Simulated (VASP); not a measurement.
# TiAl3 (Pmm2) in VASP: notebook

The runs below take TiAl3 through single point, with PBEsol.

Everything below comes from runs of VASP 6.6.1. Logs are shortened: lines on timing, memory, paths and dates and some standing lists are left out, and cuts for length are marked.

## 1. The cell of the first run

It takes space group Pmm2 (No. 25, orthorhombic). Conventional cell: a = 2.781 Å, b = 4.671 Å, c = 4.893 Å, α = 90.00°, β = 90.00°, γ = 90.00°. Ti (site symmetry mm2) has 2 Ti at 2.78 Å and 10 Al at 2.81 to 2.84 Å within 3.7 Å. Al (site symmetry mm2) has 8 Al at 2.78 to 2.85 Å and 4 Ti at 2.81 to 2.82 Å within 3.7 Å. Within 3.7 Å of Al (site symmetry mm2) lie 8 Al at 2.78 to 2.84 Å and 4 Ti at 2.84 Å. Al (site symmetry mm2) has 10 Al at 2.78 to 2.85 Å and 2 Ti at 2.82 Å within 3.7 Å.

## 2. Single point, PBEsol

INCAR

```
SYSTEM = TiAl3
PREC = Accurate
ENCUT = 520
EDIFF = 1E-7
ISMEAR = 0
SIGMA = 0.1
LREAL = .False.
LASPH = .True.
NELM = 60
ALGO = Fast
ISIF = 2
LWAVE = .False.
LCHARG = .True.
GGA = PS
LELF = .True.
LVHAR = .True.
NBANDS = 18
```

KPOINTS

```
Automatic mesh
0
Gamma
  14 10 10
  0 0 0
```

POSCAR

```
TiAl3
1.0
    2.7813912058      0.0000000000      0.0000000000
    0.0000000000      4.6710700323      0.0000000000
    0.0000000000      0.0000000000      4.8934030395
Ti Al
1 3
Direct
    0.0000000000      0.5000000000      0.1631682049
    0.5000000000      0.5000000000      0.6640465240
    0.5000000000      0.0000000000      0.3331101826
    0.0000000000      0.0000000000      0.8396740885
```

Potentials or basis: VASP PAW PBE potentials, release 64 (Ti_sv, Al).

Started as:

```sh
cat potpaw_PBE.64/Ti_sv/POTCAR potpaw_PBE.64/Al/POTCAR > POTCAR
mpirun -np 1 vasp_std > vasp.out
```

OUTCAR:

```text
SYSTEM = TiAl3
   PREC = Accurate
   ENCUT = 520
   EDIFF = 1E-7
   ISMEAR = 0
   LREAL = .False.
   LASPH = .True.
   NELM = 60
   ISIF = 2
   GGA = PS

 ion  position               nearest neighbor table
   1  0.000  0.500  0.163-   2 2.81   2 2.81   2 2.82   2 2.82   4 2.82   4 2.82   3 2.84   3 2.84
                             3 2.84   3 2.84
   2  0.500  0.500  0.664-   1 2.81   1 2.81   1 2.82   1 2.82   3 2.84   3 2.84   4 2.85   4 2.85
                             4 2.85   4 2.85
   3  0.500  0.000  0.333-   4 2.79   4 2.79   2 2.84   2 2.84   4 2.84   4 2.84   1 2.84   1 2.84
                             1 2.84   1 2.84
   4  0.000  0.000  0.840-   3 2.79   3 2.79   1 2.82   1 2.82   3 2.84   3 2.84   2 2.85   2 2.85
                             2 2.85   2 2.85

  LATTYP: Found a simple orthorhombic cell.
 ALAT       =     2.7813912058
 B/A-ratio  =     1.6794005901
 C/A-ratio  =     1.7593364893

  Lattice vectors:

 A1 = (   2.7813912058,   0.0000000000,   0.0000000000)
 A2 = (   0.0000000000,   4.6710700323,   0.0000000000)
 A3 = (   0.0000000000,   0.0000000000,   4.8934030395)

Analysis of symmetry for initial positions (statically):
=====================================================================
 Subroutine PRICEL returns:
 Original cell was already a primitive cell.

 Routine SETGRP: Setting up the symmetry group for a
 simple orthorhombic supercell.

 Subroutine GETGRP returns: Found  4 space group operations
 (whereof  4 operations were pure point group operations)
 out of a pool of  8 trial point group operations.

The static configuration has the point symmetry C_2v.

Analysis of symmetry for dynamics (positions and initial velocities):
=====================================================================
 Subroutine PRICEL returns:
 Original cell was already a primitive cell.

 Routine SETGRP: Setting up the symmetry group for a
 simple orthorhombic supercell.

 Subroutine GETGRP returns: Found  4 space group operations
 (whereof  4 operations were pure point group operations)
 out of a pool of  8 trial point group operations.

The dynamic configuration has the point symmetry C_2v.

 Subroutine INISYM returns: Found  4 space group operations
 (whereof  4 operations are pure point group operations),
 and found     1 'primitive' translations

----------------------------------------------------------------------------------------

                                     Primitive cell

  volume of cell :      63.5755

[... 95 lines left out ...]
   NSW    =      0    number of steps for IOM
   IBRION =     -1    ionic relax: 0-MD 1-quasi-New 2-CG
   NFREE  =      0    steps in history (QN), initial steepest desc. (CG)
   ISIF   =      2    stress and relaxation
   ISYM   =      2    0-nonsym 1-usesym 2-fastsym
   POTIM  = 0.5000    time-step for ionic-motion
   TEBEG  =    0.0;   TEEND  =   0.0 temperature during run
   PSTRESS=    0.0 pullay stress
   NELECT =      21.0000    total number of electrons
   NUPDOWN=      -1.0000    fix difference up-down
   EMIN   =  10.00;   EMAX   =-10.00  energy-range for DOS
   EFERMI =   0.00;   METHOD = LEGACY
   ISMEAR =     0;   SIGMA  =   0.10  broadening in eV -4-tet -1-fermi 0-gaus
   EFERMI_NEDOS =   21; number of points for ismear=-14 and -15
   IALGO  =     68    algorithm
   IMIX   =      4    mixing-type and parameters
     AMIX     =   0.40;   BMIX     =  1.00
     AMIX_MAG =   1.60;   BMIX_MAG =  1.00
  volume/ion in A,a.u.               =      15.89       107.26
  Fermi-wavevector in a.u.,A,eV,Ry     =   1.131666  2.138538 17.424533  1.280667
  Thomas-Fermi vector in A             =   2.268365
   LORBIT       =      0    0 simple, 1 ext, 2 COOP (PROOUT), +10 PAW based schemes
   GGA     = PS    functional components
   LHFCALC =     F    Hartree Fock is set to
   AEXX    =    0.0000 exact exchange contribution
   IVDW    =     0    specifies the selected vdW correction
   LEPSILON=     F    determine dielectric tensor
   LRPA    =     F    only Hartree local field effects (RPA)
 non-spin polarized calculation
 RMM-DIIS sequential band-by-band and
 Gauss-broadening in eV      SIGMA  =   0.10
  energy-cutoff  :      520.00
  volume of cell :       63.58
 maximum number of plane-waves:      1734
 NGX is ok and might be reduce to    24
   NGX = 11   NGY = 17   NGZ = 19

 number of electron      21.0000000 magnetization

 Free energy of the ion-electron system (eV)
  ---------------------------------------------------
  ext. energy  EPLUGINS =         0.00000000
  ---------------------------------------------------
  free energy    TOTEN  =       -21.60074086 eV

  energy without entropy =      -21.58812439  energy(sigma->0) =      -21.59443263

 E-fermi :   8.2135     XC(G=0): -10.8103

 val. band max:        8.2120999986   @ k =   0.1429   0.2000   0.3000
 cond. band min:       8.2190862302   @ k =   0.2143   0.3000   0.3000
 fundamental gap:      0.0069862316
 Fermi energy:         8.2134511407

 k-point     1 :       0.0000    0.0000    0.0000
  band No.  band energies     occupation
      1     -47.9810      2.00000
      2     -24.4127      2.00000
      3     -24.4122      2.00000
      4     -23.9981      2.00000
      5      -2.0275      2.00000
      6       3.0244      2.00000
[... 481 lines left out ...]
      5       2.7838      2.00000
      6       2.9148      2.00000
[... 10 lines left out ...]
     17      12.3761      0.00000
     18      12.7207      0.00000

 [... further k-points ...]

------------------------ aborting loop because EDIFF is reached ----------------------------------------

  FORCE on cell =-STRESS in cart. coord.  units (eV):
  Direction    XX          YY          ZZ          XY          YZ          ZX
  --------------------------------------------------------------------------------------
  -------------------------------------------------------------------------------------
  Total        0.0228620      0.0266782      0.0221036      0.0000000      0.0000000      0.0000000
  in kB        0.5761502      0.6723237      0.5570370      0.0000000      0.0000000      0.0000000
  external PRESSURE =       0.6018370 kB  Pullay stress =       0.0000000 kB

 VOLUME and BASIS-vectors are now :
 -----------------------------------------------------------------------------
  energy-cutoff  :      520.00
  volume of cell :       63.58
      direct lattice vectors                 reciprocal lattice vectors
     2.781391206  0.000000000  0.000000000     0.359532308  0.000000000  0.000000000
     0.000000000  4.671070032  0.000000000     0.000000000  0.214083710  0.000000000
     0.000000000  0.000000000  4.893403039     0.000000000  0.000000000  0.204356762

 POSITION                                       TOTAL-FORCE (eV/Angst)
 -----------------------------------------------------------------------------------
      0.00000      2.33554      0.79845         0.000000      0.000000      0.000750
      1.39070      2.33554      3.24945         0.000000      0.000000      0.000893
      1.39070      0.00000      1.63004         0.000000      0.000000      0.000088
      0.00000      0.00000      4.10886         0.000000      0.000000     -0.001731
 -----------------------------------------------------------------------------------
    total drift:                                0.000000     -0.000000      0.000067

  FREE ENERGIE OF THE ION-ELECTRON SYSTEM (eV)
  ---------------------------------------------------
  free  energy   TOTEN  =       -21.6007408631 eV

  energy  without entropy=      -21.5881243889  energy(sigma->0) =      -21.59443263
```

stdout:

```text
POSCAR found type information on POSCAR TiAl
 POSCAR found :  2 types and       4 ions
 scaLAPACK will be used
 -----------------------------------------------------------------------------
[... 65 lines left out ...]
 num prob  num prob  num prob WARNING in EDDRMM: call to ZHEGV failed, returncode =   6  3      9
 num prob  num prob  num prob  num prob  num prob  num prob WARNING in EDDRMM: call to ZHEGV failed, returncode =   8  4      2
 num prob  num prob  num prob  num prob WARNING in EDDRMM: call to ZHEGV failed, returncode =   8  4      6
 num prob  num prob WARNING in EDDRMM: call to ZHEGV failed, returncode =   6  3     17
 num prob  num prob  num prob  num prob  num prob  num prob  num prob  num prob  num prob  num prob  num prob  num prob  num prob  num prob  num prob  num prob  num prob  num prob  num prob  num prob  num prob RMM:  33    -0.216007408631E+02   -0.56701E-07   -0.77741E-07 10908   0.361E-03
```

Run time: 7.2 min. Hardware: 1 thread of AMD EPYC 9R45 (Zen 5), shared host; peak memory 0.38 GiB.

What came out:

| Item | Value |
| --- | --- |
| Free energy | -21.6007 eV |
| Pressure | 0.1 GPa |
| Band gap on the k mesh | zero (an odd number of electrons rules out a gap without spin polarisation) |

Levels at points of the mesh, in eV from the Fermi level:
```
           k point  band 7  band 8  band 9  band 10  band 11  band 12  band 13  band 14  band 15  band 16
(0.00, 0.00, 0.00)   -3.91   -3.57   -2.70    -0.85    -0.43     2.52     2.59     2.67     2.75     3.13
(0.50, 0.00, 0.00)   -2.17   -1.95   -1.74     0.45     0.66     0.81     1.44     1.65     2.32     2.71
(0.00, 0.50, 0.00)   -3.59   -3.23   -2.05    -1.55    -0.19     2.45     2.53     2.70     3.11     4.62
(0.50, 0.50, 0.00)   -3.65   -3.17   -1.70    -0.47    -0.25     0.83     1.17     1.38     3.45     3.97
(0.00, 0.00, 0.50)   -3.49   -2.32   -2.17    -1.12    -0.33     2.30     2.43     2.60     3.21     4.05
(0.50, 0.00, 0.50)   -3.81   -3.36   -1.33    -0.13    -0.12     0.61     1.28     1.99     3.37     3.78
(0.00, 0.50, 0.50)   -7.12   -4.85   -0.21    -0.07     0.72     2.45     2.48     3.61     4.91     5.16
(0.50, 0.50, 0.50)   -3.41   -3.21   -2.75    -2.68    -0.64    -0.18     1.09     2.15     2.40     2.58
```

Caveat: the PAW data sets were made with another functional, which shifts forces and pressure a little.

## 3. Single point, PBEsol

INCAR

```
PREC = Accurate ; ENCUT = 520
EDIFF = 1E-7 ; ISMEAR = 0
SIGMA = 0.15 ; LREAL = False
LASPH = True ; NELM = 80
ALGO = Fast ; ISIF = 2
LWAVE = False ; LCHARG = False
GGA = PS ; NBANDS = 18
```

KPOINTS

```
Automatic mesh
0
Gamma
  18 10 10
```

POSCAR is that of step 2.

Potentials or basis: VASP PAW PBE potentials, release 64 (Ti_sv, Al).

Started as:

```sh
cat potpaw_PBE.64/Ti_sv/POTCAR potpaw_PBE.64/Al/POTCAR > POTCAR
mpirun -np 1 vasp_std > vasp.out
```

It took 8.7 min on 1 thread of AMD EPYC 9R45 (Zen 5), shared host; peak memory 0.45 GiB.

It converged, with:

```
Free energy            : -21.6070 eV
Pressure               : 0.1 GPa
Largest force          : 0.005 eV/Å
Band gap on the k mesh : zero (an odd number of electrons rules out a gap without spin polarisation)
```

Forces in eV/Å, atoms in the order of the input:
```
Ti   0.000  0.000 -0.002
Al   0.000  0.000  0.000
Al   0.000  0.000  0.005
Al   0.000  0.000 -0.002
```

Stress tensor (GPa, compression positive):
```
0.02 0.00 0.00
0.00 0.05 0.00
0.00 0.00 0.18
```

Levels at points of the mesh, in eV from the Fermi level:
| k point | band 8 | band 9 | band 10 | band 11 | band 12 | band 13 | band 14 | band 15 |
| --- | --- | --- | --- | --- | --- | --- | --- | --- |
| (0.00, 0.00, 0.00) | -3.58 | -2.70 | -0.86 | -0.44 | 2.52 | 2.59 | 2.66 | 2.75 |
| (0.50, 0.00, 0.00) | -1.95 | -1.75 | 0.44 | 0.66 | 0.80 | 1.43 | 1.64 | 2.32 |
| (0.00, 0.50, 0.00) | -3.23 | -2.05 | -1.56 | -0.19 | 2.45 | 2.53 | 2.70 | 3.10 |
| (0.50, 0.50, 0.00) | -3.18 | -1.71 | -0.48 | -0.25 | 0.83 | 1.17 | 1.37 | 3.44 |
| (0.00, 0.00, 0.50) | -2.32 | -2.18 | -1.13 | -0.34 | 2.30 | 2.42 | 2.60 | 3.20 |
| (0.50, 0.00, 0.50) | -3.37 | -1.34 | -0.14 | -0.13 | 0.61 | 1.27 | 1.98 | 3.36 |
| (0.00, 0.50, 0.50) | -4.86 | -0.22 | -0.07 | 0.72 | 2.45 | 2.47 | 3.60 | 4.90 |
| (0.50, 0.50, 0.50) | -3.22 | -2.76 | -2.69 | -0.65 | -0.19 | 1.08 | 2.14 | 2.40 |

Caveat: the PAW data sets were made with another functional, which shifts forces and pressure a little.
